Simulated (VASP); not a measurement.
# SnO (P4/nmm) in VASP: further runs, part 2 of 2

VASP 6.6.1. Earlier steps stand in the parts before.

**4. Single point, LDA (16.51 Å³/atom)**

This run uses another cell than the first one, of 16.51 Å³/atom.

Contents of INCAR:

```
SYSTEM = SnO
PREC = Accurate
ENCUT = 520
EDIFF = 1E-7
ISMEAR = 0
SIGMA = 0.15
LREAL = .FALSE.
LASPH = .TRUE.
NELM = 60
ALGO = Normal
ISIF = 2
LWAVE = .FALSE.
LCHARG = .FALSE.
GGA = CA
NBANDS = 28
```

Contents of KPOINTS:

```
Automatic mesh
0
G
  12 12 10
  0 0 0
```

Contents of POSCAR:

```
SnO
1.0
    3.9222846524      0.0000000000      0.0000000000
    0.0000000000      3.9222846524      0.0000000000
    0.0000000000      0.0000000000      4.2937250090
Sn O
2 2
Direct
    0.0000000000      0.5000000000      0.2457459271
    0.5000000000      0.0000000000      0.7542540729
    0.0000000000      0.0000000000      0.0000000000
    0.5000000000      0.5000000000      0.0000000000
```

Potentials or basis: VASP PAW LDA potentials, release 64 (Sn_d, O).

On the command line:

```sh
cat potpaw_LDA.64/Sn_d/POTCAR potpaw_LDA.64/O/POTCAR > POTCAR
mpirun -np 1 vasp_std > vasp.out
```

OUTCAR:

```text
SYSTEM = SnO
   PREC = Accurate
   ENCUT = 520
   EDIFF = 1E-7
   ISMEAR = 0
   LREAL = .FALSE.
   LASPH = .TRUE.
   NELM = 60
   ISIF = 2
   GGA = CA

 ion  position               nearest neighbor table
   1  0.000  0.500  0.246-   3 2.23   4 2.23   3 2.23   4 2.23   2 3.49   2 3.49   2 3.49   2 3.49
                             2 3.53   2 3.53   2 3.53   2 3.53
   2  0.500  0.000  0.754-   3 2.23   4 2.23   4 2.23   3 2.23   1 3.49   1 3.49   1 3.49   1 3.49
                             1 3.53   1 3.53   1 3.53   1 3.53
   3  0.000  0.000  0.000-   1 2.23   2 2.23   1 2.23   2 2.23
   4  0.500  0.500  0.000-   1 2.23   2 2.23   2 2.23   1 2.23

  LATTYP: Found a simple tetragonal cell.
 ALAT       =     3.9222846524
 C/A-ratio  =     1.0947000000

  Lattice vectors:

 A1 = (   3.9222846524,   0.0000000000,   0.0000000000)
 A2 = (   0.0000000000,   3.9222846524,   0.0000000000)
 A3 = (   0.0000000000,   0.0000000000,   4.2937250090)

Analysis of symmetry for initial positions (statically):
=====================================================================
 Subroutine PRICEL returns:
 Original cell was already a primitive cell.

 Routine SETGRP: Setting up the symmetry group for a
 simple tetragonal supercell.

 Subroutine GETGRP returns: Found 16 space group operations
 (whereof  8 operations were pure point group operations)
 out of a pool of 16 trial point group operations.

The static configuration has the point symmetry D_2d.
 The point group associated with its full space group is D_4h.

Analysis of symmetry for dynamics (positions and initial velocities):
=====================================================================
 Subroutine PRICEL returns:
 Original cell was already a primitive cell.

 Routine SETGRP: Setting up the symmetry group for a
 simple tetragonal supercell.

 Subroutine GETGRP returns: Found 16 space group operations
 (whereof  8 operations were pure point group operations)
 out of a pool of 16 trial point group operations.

The dynamic configuration has the point symmetry D_2d.
 The point group associated with its full space group is D_4h.
[... 119 lines left out ...]
   EFERMI_NEDOS =   21; number of points for ismear=-14 and -15
   IALGO  =     38    algorithm
   IMIX   =      4    mixing-type and parameters
     AMIX     =   0.40;   BMIX     =  1.00
     AMIX_MAG =   1.60;   BMIX_MAG =  1.00
  volume/ion in A,a.u.               =      16.51       111.44
  Fermi-wavevector in a.u.,A,eV,Ry     =   1.385024  2.617316 26.099946  1.918292
  Thomas-Fermi vector in A             =   2.509473
   LORBIT       =      0    0 simple, 1 ext, 2 COOP (PROOUT), +10 PAW based schemes
   GGA     = CA    functional components
   LHFCALC =     F    Hartree Fock is set to
   AEXX    =    0.0000 exact exchange contribution
   IVDW    =     0    specifies the selected vdW correction
   LEPSILON=     F    determine dielectric tensor
   LRPA    =     F    only Hartree local field effects (RPA)
 non-spin polarized calculation
 Gauss-broadening in eV      SIGMA  =   0.15
  energy-cutoff  :      520.00
  volume of cell :       66.06
 maximum number of plane-waves:      1802
 NGX is ok and might be reduce to    30
   NGX = 15   NGY = 15   NGZ = 15

 number of electron      39.9999978 magnetization

 Free energy of the ion-electron system (eV)
  ---------------------------------------------------
  ext. energy  EPLUGINS =         0.00000000
  ---------------------------------------------------
  free energy    TOTEN  =       -25.58453651 eV

  energy without entropy =      -25.58440048  energy(sigma->0) =      -25.58446849

 E-fermi :   7.3077     XC(G=0): -11.0245

 val. band max:        7.0680020770   @ k =   0.1667   0.1667   0.0000
 cond. band min:       7.4468371506   @ k =   0.5000   0.5000   0.0000
 fundamental gap:      0.3788350736
 Fermi energy:         7.3076666600

 k-point     1 :       0.0000    0.0000    0.0000
  band No.  band energies     occupation
      1     -14.4372      2.00000
      2     -13.9917      2.00000
      3     -13.9917      2.00000
      4     -13.9473      2.00000
      5     -13.9270      2.00000
      6     -13.9202      2.00000
[... 733 lines left out ...]
     27      15.6966      0.00000
     28      16.1743      0.00000

 [... further k-points ...]
[... 5 lines left out ...]
  --------------------------------------------------------------------------------------
  -------------------------------------------------------------------------------------
  Total       -1.7912528     -1.7912528      1.5870029      0.0000000      0.0000000      0.0000000
  in kB      -43.4465227    -43.4465227     38.4924763      0.0000000      0.0000000      0.0000000
  external PRESSURE =     -16.1335230 kB  Pullay stress =       0.0000000 kB

 VOLUME and BASIS-vectors are now :
 -----------------------------------------------------------------------------
  energy-cutoff  :      520.00
  volume of cell :       66.06
      direct lattice vectors                 reciprocal lattice vectors
     3.922284652  0.000000000  0.000000000     0.254953449  0.000000000  0.000000000
     0.000000000  3.922284652  0.000000000     0.000000000  0.254953449  0.000000000
     0.000000000  0.000000000  4.293725009     0.000000000  0.000000000  0.232898008

 POSITION                                       TOTAL-FORCE (eV/Angst)
 -----------------------------------------------------------------------------------
      0.00000      1.96114      1.05517         0.000000      0.000000      0.423621
      1.96114      0.00000      3.23856        -0.000000      0.000000     -0.423621
      0.00000      0.00000      0.00000         0.000000     -0.000000      0.000000
      1.96114      1.96114      0.00000         0.000000      0.000000      0.000000
 -----------------------------------------------------------------------------------
    total drift:                                0.000000      0.000000      0.000000

  FREE ENERGIE OF THE ION-ELECTRON SYSTEM (eV)
  ---------------------------------------------------
  free  energy   TOTEN  =       -25.5845365124 eV

  energy  without entropy=      -25.5844004769  energy(sigma->0) =      -25.58446849
```

OSZICAR:

```text
N       E                     dE             d eps       ncg     rms          rms(c)
DAV:   1     0.415170489549E+03    0.41517E+03   -0.19874E+04  9704   0.223E+03
DAV:   2     0.335058317996E+02   -0.38166E+03   -0.36657E+03  9748   0.548E+02
DAV:   3    -0.261557968843E+02   -0.59662E+02   -0.58567E+02 10684   0.180E+02
DAV:   4    -0.290031568835E+02   -0.28474E+01   -0.28346E+01 11224   0.418E+01
DAV:   5    -0.290664786700E+02   -0.63322E-01   -0.63314E-01 10340   0.683E+00    0.113E+01
DAV:   6    -0.257230866992E+02    0.33434E+01   -0.15598E+01 15208   0.450E+01    0.514E+00
DAV:   7    -0.256380329399E+02    0.85054E-01   -0.19587E+00 11080   0.862E+00    0.240E+00
DAV:   8    -0.255980518414E+02    0.39981E-01   -0.34188E-01 11396   0.376E+00    0.775E-01
DAV:   9    -0.255841735807E+02    0.13878E-01   -0.47258E-02 15348   0.224E+00    0.227E-01
DAV:  10    -0.255848582768E+02   -0.68470E-03   -0.67439E-03 13968   0.751E-01    0.130E-01
DAV:  11    -0.255845201318E+02    0.33815E-03   -0.15996E-03 14596   0.382E-01    0.200E-02
DAV:  12    -0.255845421485E+02   -0.22017E-04   -0.21817E-04  9720   0.825E-02    0.276E-02
DAV:  13    -0.255845368769E+02    0.52715E-05   -0.46041E-05 15216   0.575E-02    0.961E-03
DAV:  14    -0.255845365180E+02    0.35896E-06   -0.40473E-06 12508   0.164E-02    0.370E-03
DAV:  15    -0.255845365124E+02    0.55670E-08   -0.17390E-07  6688   0.323E-03
   1 F= -.25584537E+02 E0= -.25584468E+02  d E =-.136036E-03
```

stdout:

```text
POSCAR found type information on POSCAR SnO
 POSCAR found :  2 types and       4 ions
 scaLAPACK will be used
 LDA part: xc-table for (Slater(with rela. corr.)+CA(PZ))
 , standard interpolation
 POSCAR, INCAR and KPOINTS ok, starting setup
 FFT: planning ... GRIDC
 FFT: planning ... GRID_SOFT
 FFT: planning ... GRID
 WAVECAR not read
 entering main loop
```

It took 2.3 min on 1 thread of Intel Xeon 6975P-C (Granite Rapids), shared host; peak memory 0.33 GiB.

Results:

| Property | Result |
| --- | --- |
| Free energy | -25.5845 eV |
| Pressure | -1.6 GPa |
| Largest force | 0.424 eV/Å |
| Band gap on the k mesh | 0.38 eV (least direct gap 1.50 eV) |

Forces in eV/Å, atoms in the order of the input:
```
Sn   0.000  0.000  0.424
Sn   0.000  0.000 -0.424
O    0.000  0.000  0.000
O    0.000  0.000  0.000
```

Caveat: the stress differs along the axes, from -4 to 4 GPa; semilocal functionals underestimate gaps, and a narrow one can read as zero; spin-orbit coupling is left out, which moves the levels of the heavy elements. A k mesh can miss the band edges.

**5. The runs side by side**

| cell | gap on the mesh (eV) | pressure (GPa) | largest force (eV/Å) |
| --- | --- | --- | --- |
| a = 3.869, b = 3.869, c = 4.236 Å, 4 atoms | 0.26 | 2.8 | 0.94 |
| a = 4.002, b = 4.002, c = 4.123 Å, 4 atoms | 0.64 | -2.7 | 0.42 |
| a = 3.922, b = 3.922, c = 4.294 Å, 4 atoms | 0.38 | -1.6 | 0.42 |

Alike in all rows: task single point; level LDA; potentials or basis VASP PAW LDA potentials, release 64 (Sn_d, O); no spin polarisation; k mesh 12 × 12 × 10; cutoff (eV) 520; smearing gaussian 0.15 eV.

Caveats: semilocal functionals underestimate gaps, and a narrow one can read as zero; spin-orbit coupling is left out, which moves the levels of the heavy elements; the stress differs along the axes, from 0 to 8 GPa (at least some runs); the stress differs along the axes, from -6 to 4 GPa (at least some runs); the stress differs along the axes, from -4 to 4 GPa (at least some runs).

Absolute energies hang on the potentials; compare differences alone.
